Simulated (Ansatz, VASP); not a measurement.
**CdF2 in VASP and in Ansatz**

```
Cd F
1.0
     0.00000    2.69418    2.82916
     2.69418    0.00000    2.82916
     2.69418    2.69418    0.00000
Cd F
1 2
Cartesian
  0.0000 0.0000 0.0000
  1.3471 1.3471 1.4146
  4.0413 4.0413 4.2437
```

Change from the starting cell: uniaxial_z strain +5.0%.

Alike in both runs: task single point; functional PBE; k mesh 8 × 8 × 8; occupations fermi-dirac, width 0.02 eV; no spin polarisation.

```csv
,VASP,Ansatz
version,VASP 6.6.1,Ansatz 0.2.0
potentials or method,"VASP PAW PBE potentials, release 64 (Cd, F)","plane waves, PAW"
plane-wave cutoff (eV),520,420
valence electrons in the cell,26,34
```

Ansatz gave:

```
gap on the k mesh at the Fermi level (eV)                     : 2.85
pressure (GPa)                                                : 0.2
traceless stress, the component that is largest in VASP (GPa) : -3.44
```

Question: Estimate VASP's values.

Answer: gap on the k mesh at the Fermi level (eV): 2.82; pressure (GPa): 0.7; traceless stress, the component that is largest in VASP (GPa): -3.39.

VASP's potentials hold 26 valence electrons a cell and Ansatz's 34, so a difference there can come from the potentials and not from the codes.
